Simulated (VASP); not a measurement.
I:

```
I
1.0
     3.62750   -2.39750    0.00000
     3.62750    2.39750    0.00000
     0.00000    0.00000    9.78000
I
4
Direct
  0.85000 0.15000 0.11700
  0.65000 0.35000 0.61700
  0.15000 0.85000 0.88300
  0.35000 0.65000 0.38300
```

Base run:

```yaml
Program: VASP 6.6.1
Functional: PBE
Potentials_or_basis: VASP PAW PBE potentials, release 64 (I)
Cutoff: 520 eV
k_mesh: 6 × 6 × 3
Occupations: fermi-dirac, width 0.03 eV
Spin: no spin polarisation
```

Its results: band gap on the k mesh 1.27 eV, indirect (least direct gap 1.37 eV); pressure 1.4 GPa; largest force 0.621 eV/Å.

Question: After a change of settings the same cell gave: band gap on the k mesh 1.50 eV, indirect (least direct gap 1.61 eV); pressure 0.8 GPa; largest force 0.411 eV/Å. Which change was it?
A. functional from PBE to r2SCAN
B. functional from PBE to PBEsol
C. functional from PBE to LDA; potentials or basis from VASP PAW PBE potentials, release 64 (I) to VASP PAW LDA potentials, release 64 (I)
D. functional from PBE to PBEsol; further incar settings from ALGO = Normal; EDIFF = 1e-08; NBANDS = 22 to ALGO = Normal; EDIFF = 1e-07; NBANDS = 22

Answer: A.

r2SCAN gives the wider gap, since meta-GGAs in the generalised Kohn-Sham scheme recover part of the derivative discontinuity.

Caveats: spin-orbit coupling is left out, which moves the levels of the heavy elements; the PAW data sets were made with another functional, which shifts forces and pressure a little (some runs).
